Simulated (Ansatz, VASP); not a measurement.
# Two plane-wave programs on W

```
CELL_PARAMETERS angstrom
-1.58516 1.58516 1.58516
1.58516 -1.58516 1.58516
1.58516 1.58516 -1.58516
ATOMIC_POSITIONS crystal
W 0.00000 0.00000 0.00000
```

Alike in both runs: task single point; functional PBE; k mesh 6 × 6 × 6; occupations gaussian, width 0.1 eV; no spin polarisation.

```csv
,VASP,Ansatz
version,VASP 6.6.1,Ansatz 0.2.0
potentials or method,"VASP PAW PBE potentials, release 64 (W_sv), cutoff 520 eV","scalar-relativistic, plane waves, PAW"
valence electrons in the cell,14,14
```

```csv
,VASP,Ansatz,Ansatz less VASP
gap on the k mesh at the Fermi level (eV),none,none,-
pressure (GPa),2.6,2.0,-0.52
```

A gap of «none» marks a metal or a gap that the smearing closes. With one functional, cell and mesh, what is left measures potentials, basis and numerics.

The k mesh is coarse, so the values compare programs but aren't converged. Spin-orbit coupling is off throughout.
